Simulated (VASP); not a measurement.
# Zn (I4_1/amd) in VASP: relaxation of cell and atoms with PBE

Aim: the relaxation of cell and atoms of Zn with PBE.

Everything below comes from runs of VASP 6.6.1. Logs are shortened: lines on timing, memory, paths and dates and some standing lists are left out, and cuts for length are marked.

**1. The cell of the first run**

Symmetry: I4_1/amd, No. 141, tetragonal system. Conventional cell: a = 4.713 Å, b = 4.713 Å, c = 2.592 Å, α = 90.00°, β = 90.00°, γ = 90.00°. Zn (site symmetry -4m2) has 10 Zn at 2.44 to 3.05 Å within 3.2 Å.

**2. Relaxation of cell and atoms, PBE, target pressure 6.7 GPa, at which the enthalpy is minimised**

Input file INCAR:

```
SYSTEM = Zn
PREC = Accurate
ENCUT = 600
EDIFF = 1E-6
ISMEAR = -1
SIGMA = 0.1
LREAL = .FALSE.
LASPH = .TRUE.
NELM = 60
ALGO = Normal
ISIF = 3
LWAVE = .FALSE.
LCHARG = .FALSE.
GGA = PE
IBRION = 2
NSW = 60
EDIFFG = -0.005
PSTRESS = 67.0
```

Input file KPOINTS:

```
regular mesh
0
G
  17 17 17
  0 0 0
```

Input file POSCAR:

```
Zn
1.0
   -2.3563575803      2.3563575803      1.2959966692
    2.3563575803     -2.3563575803      1.2959966692
    2.3563575803      2.3563575803     -1.2959966692
Zn
2
Direct
   -0.3750000000     -0.1250000000     -0.2500000000
    0.3750000000      0.1250000000      0.2500000000
```

Potentials or basis: VASP PAW PBE potentials, release 64 (Zn).

Run with:

```console
$ cat potpaw_PBE.64/Zn/POTCAR > POTCAR
$ mpirun -np 1 vasp_std > vasp.out
```

OUTCAR:

```text
SYSTEM = Zn
   PREC = Accurate
   ENCUT = 600
   EDIFF = 1E-6
   ISMEAR = -1
   LREAL = .FALSE.
   LASPH = .TRUE.
   NELM = 60
   ISIF = 3
   GGA = PE
   IBRION = 2
   NSW = 60
   EDIFFG = -0.005
   PSTRESS = 67.0

 ion  position               nearest neighbor table
   1  0.625  0.875  0.750-   2 2.44   2 2.44   2 2.44   2 2.44
   2  0.375  0.125  0.250-   1 2.44   1 2.44   1 2.44   1 2.44

  LATTYP: Found a body centered tetragonal cell.
 ALAT       =     4.7127151606
 C/A-ratio  =     0.5500000000

  Lattice vectors:

 A1 = (  -2.3563575803,   2.3563575803,   1.2959966692)
 A2 = (   2.3563575803,  -2.3563575803,   1.2959966692)
 A3 = (   2.3563575803,   2.3563575803,  -1.2959966692)

Analysis of symmetry for initial positions (statically):
=====================================================================
 Subroutine PRICEL returns:
 Original cell was already a primitive cell.

 Routine SETGRP: Setting up the symmetry group for a
 body centered tetragonal supercell.

 Subroutine GETGRP returns: Found 16 space group operations
 (whereof  4 operations were pure point group operations)
 out of a pool of 16 trial point group operations.

The static configuration has the point symmetry C_2h.
 The point group associated with its full space group is D_4h.

Analysis of symmetry for dynamics (positions and initial velocities):
=====================================================================
 Subroutine PRICEL returns:
 Original cell was already a primitive cell.

 Routine SETGRP: Setting up the symmetry group for a
 body centered tetragonal supercell.

 Subroutine GETGRP returns: Found 16 space group operations
 (whereof  4 operations were pure point group operations)
 out of a pool of 16 trial point group operations.

The dynamic configuration has the point symmetry C_2h.
 The point group associated with its full space group is D_4h.

 Subroutine INISYM returns: Found 16 space group operations
 (whereof  4 operations are pure point group operations),
 and found     1 'primitive' translations

----------------------------------------------------------------------------------------

                                     Primitive cell

  volume of cell :      28.7837

  direct lattice vectors                    reciprocal lattice vectors
    -2.356357580  2.356357580  1.295996669     0.000000000  0.212191903  0.385803461
[... 104 lines left out ...]
   IMIX   =      4    mixing-type and parameters
     AMIX     =   0.40;   BMIX     =  1.00
     AMIX_MAG =   1.60;   BMIX_MAG =  1.00
  volume/ion in A,a.u.               =      14.39        97.12
  Fermi-wavevector in a.u.,A,eV,Ry     =   1.540860  2.911803 32.303622  2.374249
  Thomas-Fermi vector in A             =   2.646887
   LORBIT       =      0    0 simple, 1 ext, 2 COOP (PROOUT), +10 PAW based schemes
   GGA     = PE    functional components
   LHFCALC =     F    Hartree Fock is set to
   AEXX    =    0.0000 exact exchange contribution
   IVDW    =     0    specifies the selected vdW correction
   LEPSILON=     F    determine dielectric tensor
   LRPA    =     F    only Hartree local field effects (RPA)
 conjugate gradient relaxation of ions
 non-spin polarized calculation
  energy-cutoff  :      600.00
  volume of cell :       28.78
 maximum number of plane-waves:       977
 NGX is ok and might be reduce to    30
   NGX = 15   NGY = 15   NGZ = 15

--------------------------------------- Ionic step        1  -------------------------------------------

 number of electron      24.0000016 magnetization

 Free energy of the ion-electron system (eV)
  ---------------------------------------------------
  ext. energy  EPLUGINS =         0.00000000
  ---------------------------------------------------
  free energy    TOTEN  =        -1.56292136 eV

  energy without entropy =       -1.54192291  energy(sigma->0) =       -1.55242214

------------------------ aborting loop because EDIFF is reached ----------------------------------------

  FORCE on cell =-STRESS in cart. coord.  units (eV):
  Direction    XX          YY          ZZ          XY          YZ          ZX
  --------------------------------------------------------------------------------------
  -------------------------------------------------------------------------------------
  Total        3.5229211      3.5229211      1.7919188      0.0000000     -0.0000000      0.0000000
  in kB      196.0953232    196.0953232     99.7430475      0.0000000     -0.0000000      0.0000000
  external PRESSURE =      96.9778980 kB  Pullay stress =      67.0000000 kB
[... 97 lines left out ...]
  energy  without entropy=       -1.7775862141  energy(sigma->0) =       -1.78760157

  enthalpy is  TOTEN    =        -0.4640045397 eV   P V=        1.3336123862

[... ionic steps 4 to 10 ...]

--------------------------------------- Ionic step       11  -------------------------------------------

 number of electron      24.0000010 magnetization

------------------------ aborting loop because EDIFF is reached ----------------------------------------
[... 71 lines left out ...]
--------------------------------------- Ionic step       13  -------------------------------------------

 number of electron      24.0000010 magnetization

 Free energy of the ion-electron system (eV)
  ---------------------------------------------------
  ext. energy  EPLUGINS =         0.00000000
  ---------------------------------------------------
  free energy    TOTEN  =        -1.79969873 eV

  energy without entropy =       -1.77728626  energy(sigma->0) =       -1.78849249

 E-fermi :   2.7862     XC(G=0): -11.3292

 val. band max:        2.7842318504   @ k =  -0.1765   0.3529   0.1176
 cond. band min:       2.7997243780   @ k =  -0.0588   0.2941   0.0588
 fundamental gap:      0.0154925276
 Fermi energy:         2.7862088345

 k-point     1 :       0.0000    0.0000    0.0000
  band No.  band energies     occupation
      1      -7.2840      2.00000
      2      -5.4721      2.00000
      3      -5.4437      2.00000
      4      -5.4147      2.00000
      5      -5.3083      2.00000
      6      -4.3359      2.00000
[... 433 lines left out ...]
      3      -5.4288      2.00000
      4      -5.3625      2.00000
      5      -5.2828      2.00000
      6      -4.3917      2.00000
[... 8 lines left out ...]
     15       9.7457      0.00000
     16      14.7475      0.00000

 [... further k-points ...]

------------------------ aborting loop because EDIFF is reached ----------------------------------------

  FORCE on cell =-STRESS in cart. coord.  units (eV):
  Direction    XX          YY          ZZ          XY          YZ          ZX
  --------------------------------------------------------------------------------------
  -------------------------------------------------------------------------------------
  Total        1.3124792      1.3124792      1.3195223     -0.0000000     -0.0000000      0.0000000
  in kB       66.8378316     66.8378316     67.1965009     -0.0000000     -0.0000000      0.0000000
  external PRESSURE =      -0.0426120 kB  Pullay stress =      67.0000000 kB
[... 21 lines left out ...]
  energy  without entropy=       -1.7772862638  energy(sigma->0) =       -1.78849249

  enthalpy is  TOTEN    =        -0.4840350396 eV   P V=        1.3156636859

 reached required accuracy - stopping structural energy minimisation
```

It took 34 min on 1 thread of Intel Xeon 8259CL, shared host; peak memory 0.34 GiB.

What came out:

```
Free energy                                                : -1.7997 eV
Relaxed volume                                             : 15.73 Å³/atom
Relaxed cell                                               : a = 3.761 Å, b = 3.761 Å, c = 3.761 Å, α = 96.35°, β = 96.35°, γ = 141.15°
Space group after relaxing (to 0.1 Å)                      : I4_1/amd (No. 141)
Energy change on relaxing (the run minimises the enthalpy) : -118.4 meV/atom
Ionic steps                                                : 13
Pressure after relaxing                                    : 6.7 GPa
Band gap on the k mesh                                     : zero (bands 12 and 13 overlap by 7.41 eV)
```

Step by step:
```csv
step,energy change (eV),largest force (eV/Å),pressure (GPa),volume (Å³)
1,0.0000,0.0000,16.40,28.78
2,-0.2587,0.0000,4.14,32.55
3,-0.2347,0.0000,6.05,31.89
4,-0.2395,0.0000,5.37,32.01
5,-0.2438,0.0000,5.90,31.79
6,-0.2406,0.0000,6.41,31.57
7,-0.2373,0.0000,6.63,31.48
8,-0.2367,0.0000,6.81,31.46
9,-0.2390,0.0000,6.47,31.52
10,-0.2374,0.0000,6.57,31.48
11,-0.2370,0.0000,6.59,31.47
12,-0.2368,0.0000,6.66,31.46
13,-0.2368,0.0000,6.70,31.46
```

Final structure:
```
CELL_PARAMETERS angstrom
-2.50787 2.50787 1.25057
2.50787 -2.50787 1.25057
2.50787 2.50787 -1.25057
ATOMIC_POSITIONS crystal
Zn 0.62500 0.87500 0.75000
Zn 0.37500 0.12500 0.25000
```

Levels at points of the mesh, in eV from the Fermi level:
```
           k point  band 9  band 10  band 11  band 12  band 13  band 14  band 15  band 16
(0.00, 0.00, 0.00)   -7.11    -6.99    -6.75     1.28     1.28     3.27     6.29    13.28
```

Caveat: the cell is relaxed towards a set pressure, so the run minimises the enthalpy, not the energy.
